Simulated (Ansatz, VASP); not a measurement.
Two plane-wave programs on InC2

```
In C
1.0
     4.14477    0.00000    0.00000
    -2.07239    3.58948    0.00000
     0.00000    0.00000    8.88966
In C
3 6
Direct
  0.37788 0.00000 0.66667
  0.00000 0.37788 0.33333
  0.62212 0.62212 0.00000
  0.36353 0.16666 0.19355
  0.83334 0.19687 0.86022
  0.80313 0.63647 0.52689
  0.16666 0.36353 0.80645
  0.19687 0.83334 0.13978
  0.63647 0.80313 0.47311
```

Alike in both runs: functional PBE; k mesh 6 × 6 × 4; occupations gaussian, width 0.1 eV; no spin polarisation.

Ansatz relaxed the structure, and its values are those at the end. VASP's run is a single point on that final structure, the one shown.

|  | VASP | Ansatz |
| --- | --- | --- |
| version | VASP 6.6.1 | Ansatz 0.2.0 |
| potentials or method | VASP PAW PBE potentials, release 64 (In_d, C_h), cutoff 910 eV | scalar-relativistic, plane waves, PAW |
| valence electrons in the cell | 63 | 63 |

|  | VASP | Ansatz | Ansatz less VASP |
| --- | --- | --- | --- |
| gap on the k mesh at the Fermi level (eV) | none | none | - |
| rms of the force components (eV/Å) | 0.009 | 0.001 | -0.0072 |

A gap of «none» marks a metal or a gap that the smearing closes.

Noted on VASP's run: the cutoff is under 1.25 times that of the potentials, so the pressure is a little rough.
